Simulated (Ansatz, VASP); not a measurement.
## Two plane-wave programs on Rb3Sn

```
Sn Rb
1.0
     0.00000    4.62732    4.62732
     4.62732    0.00000    4.62732
     4.62732    4.62732    0.00000
Sn Rb
1 3
Direct
  0.00000 0.00000 0.00000
  0.50000 0.50000 0.50000
  0.75000 0.75000 0.75000
  0.25000 0.25000 0.25000
```

Alike in both runs: task single point; functional PBE; k mesh 5 × 5 × 5; occupations fermi-dirac, width 0.05 eV; no spin polarisation.

|  | VASP | Ansatz |
| --- | --- | --- |
| version | VASP 6.6.1 | Ansatz 0.2.0 |
| potentials or method | VASP PAW PBE potentials, release 64 (Sn_d, Rb_sv) | Ansatz PAW |
| plane-wave cutoff (eV) | 520 | 420 |
| valence electrons in the cell | 41 | 41 |

|  | VASP | Ansatz | Ansatz less VASP |
| --- | --- | --- | --- |
| gap on the k mesh at the Fermi level (eV) | none | none | - |
| pressure (GPa) | 0.2 | 0.2 | 0.00 |

A gap of «none» marks a metal or a gap that the smearing closes.
